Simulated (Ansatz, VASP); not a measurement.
# Two plane-wave programs on NbH

The input POSCAR:

```
NbH
1.0
   -1.6461736119      1.6461736119      2.0327175619
    1.6461736119     -1.6461736119      2.0327175619
    1.6461736119      1.6461736119     -2.0327175619
Nb H
1 1
Direct
    0.0000000000      0.0000000000      0.0000000000
    0.5000000000      0.5000000000      0.0000000000
```

File INCAR.step1:

```
SYSTEM = NbH
ALGO = Normal
EDIFF = 1E-4
ENCUT = 520
GGA = PE
ISMEAR = -1
LASPH = .True.
LCHARG = .False.
LREAL = .False.
LWAVE = .True.
NBANDS = 14
NELM = 100
PREC = Accurate
SIGMA = 0.1
```

Contents of INCAR.step2:

```
SYSTEM = NbH
ALGO = Normal
EDIFF = 1E-6
ENCUT = 520
ISIF = 2
ISMEAR = -1
ISTART = 1
LASPH = .True.
LCHARG = .True.
LELF = .True.
LMIXTAU = .True.
LREAL = .False.
LVHAR = .True.
LWAVE = .False.
METAGGA = R2SCAN
NBANDS = 14
NELM = 100
PREC = Accurate
SIGMA = 0.1
```

Contents of KPOINTS:

```
k-points
0
Gamma
  10 10 10
  0 0 0
```

Input for Ansatz:

```yaml
crystal:
  lattice:
    - [-1.6461736118723658, 1.6461736118723658, 2.0327175619441054]
    - [1.6461736118723658, -1.6461736118723658, 2.0327175619441054]
    - [1.6461736118723658, 1.6461736118723658, -2.0327175619441054]
  atoms:
    - { symbol: Nb, position: [0.0, 0.0, 0.0] }
    - { symbol: H, position: [0.5, 0.5, 0.0] }
basis:
  ecutwfc: 600.0
kpoints:
  mp_grid:
    grid: [10, 10, 10]
hamiltonian:
  xc: r2scan
  pseudopotentials:
    kind: paw
scf:
  occupations:
    method: fermi_dirac
    width: 0.1
output:
  stress: true
```

Alike in both runs: task single point; functional r2SCAN; k mesh 10 × 10 × 10; occupations fermi-dirac, width 0.1 eV; no spin polarisation.

|  | VASP | Ansatz |
| --- | --- | --- |
| version | VASP 6.6.1 | Ansatz 0.2.0 |
| potentials or method | VASP PAW PBE potentials, release 64 (Nb_sv, H), cutoff 520 eV | plane waves, PAW |
| valence electrons in the cell | 14 | 14 |

```csv
,VASP,Ansatz,Ansatz less VASP
pressure (GPa),-15.4,-15.1,+0.23
"traceless stress, the component that is largest in VASP (GPa)",-1.54,-1.57,-0.039
```

VASP's potentials were made for PBE, not for r2SCAN. With one functional, cell and mesh, what is left measures potentials, basis and numerics.
